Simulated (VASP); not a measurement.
Runs of VASP 6.6.1 on Ir4Pt3. The structure is that of space group Pm-3m (No. 221), or close to it. The cells are those of the table. 

| cell | k mesh | gap on the mesh (eV) | pressure (GPa) |
| --- | --- | --- | --- |
| a = 5.103 Å, 7 atoms | 4 × 4 × 4 | none | 0.0 |
| a = 5.131 Å, 7 atoms | 3 × 3 × 3 | none | (a) |
| a = 5.115 Å, 7 atoms | 4 × 4 × 4 | none | -0.1 |
| a = 5.132 Å, 7 atoms | 3 × 3 × 3 | none | -0.7 |

Alike in all rows: task single point; level PBE; potentials or basis VASP PAW PBE potentials, release 64 (Ir, Pt); no spin polarisation; cutoff (eV) 500; smearing gaussian 0.2 eV.

Question: Fill in the values left out.

Answer: (a) -0.8.

Caveats: some runs use coarse meshes; spin-orbit coupling is left out, which moves the levels of the heavy elements.

A k mesh can miss the band edges, and the runs leave out spin-orbit coupling on Ir, Pt.

A gap of «none» marks levels without a gap at the run's occupations.
